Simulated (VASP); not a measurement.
ZnS, 4 atoms in the cell. It takes space group P6_3mc (No. 186, hexagonal). Conventional cell: a = 3.823 Å, b = 3.823 Å, c = 6.261 Å, α = 90.00°, β = 90.00°, γ = 120.00°. Within 3.1 Å of Zn (site symmetry 3m) lie 4 S at 2.34 to 2.35 Å. S (site symmetry 3m) has 4 Zn at 2.34 to 2.35 Å within 3.1 Å. 

| Quantity | Value |
| --- | --- |
| Program | VASP 6.6.1 |
| Task | electric field gradients |
| Functional | PBE |
| Potentials or basis | VASP PAW PBE potentials, release 64 (Zn, S) |
| Cutoff | 520 eV |
| k mesh | 13 × 13 × 7 |
| Occupations | fermi-dirac, width 0.02 eV |
| Spin | no spin polarisation |
| Dipole correction | no |
| Further INCAR settings | ALGO = Normal; EDIFF = 1e-08; NBANDS = 26 |

Potentials or basis: VASP PAW PBE potentials, release 64 (Zn, S).

Launch:

```console
$ cat potpaw_PBE.64/Zn/POTCAR potpaw_PBE.64/S/POTCAR > POTCAR
$ mpirun -np 1 vasp_std > vasp.out
```

Hardware: 1 thread of AMD EPYC 9R45 96-Core Processor (Zen 5) (shared host).

Task: How long does it take, and how much memory?

Result: Wall time 84 s on 1 thread of AMD EPYC 9R45 96-Core Processor (Zen 5), with other jobs on the host, peak memory 0.25 GiB. Counts: scf iterations 16, k points 84.
